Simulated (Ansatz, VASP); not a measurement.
Rb: VASP beside Ansatz

Contents of INCAR:

```
SYSTEM = Rb
ALGO = Normal
EDIFF = 1E-6
ENCUT = 520
GGA = PE
ISIF = 2
ISMEAR = -1
LASPH = .TRUE.
LCHARG = .FALSE.
LREAL = .FALSE.
LWAVE = .FALSE.
NBANDS = 10
NELM = 100
PREC = Accurate
SIGMA = 0.1
```

Contents of KPOINTS:

```
k-points
0
G
  5 5 5
  0 0 0
```

File POSCAR:

```
Rb
1.0
   -2.8058778878      2.7903638311      2.8026832300
    2.8091923452     -2.8172788226      2.8329126790
    2.7859611933      2.7973621282     -2.8295982216
Rb
1
Direct
    0.0000000000      0.0000000000      0.0000000000
```

Input for Ansatz:

```yaml
crystal:
  lattice:
    - [-2.8058778877687263, 2.7903638310557017, 2.802683230015723]
    - [2.809192345187468, -2.817278822624759, 2.8329126790035213]
    - [2.7859611933398436, 2.7973621281958754, -2.8295982215847797]
  atoms:
    - { symbol: Rb, position: [0.0, 0.0, 0.0] }
basis:
  ecutwfc: 540.0
  xc_grid: 2
kpoints:
  mp_grid:
    grid: [5, 5, 5]
scf:
  convergence:
    dr2_threshold: 1.0e-09
  occupations:
    method: fermi_dirac
output:
  forces: true
  stress: true
```

Alike in both runs: task single point; functional PBE; k mesh 5 × 5 × 5; no spin polarisation.

|  | VASP | Ansatz |
| --- | --- | --- |
| version | VASP 6.6.1 | Ansatz 0.2.0 |
| potentials or method | VASP PAW PBE potentials, release 64 (Rb_sv), cutoff 520 eV | plane waves, PAW |
| occupations | fermi-dirac, width 0.1 eV | fermi-dirac |
| valence electrons in the cell | 9 | 9 |

```tsv
	VASP	Ansatz	Ansatz less VASP
pressure (GPa)	0.1	0.1	0.00
```

Ansatz's warnings: stress scf threshold loose.
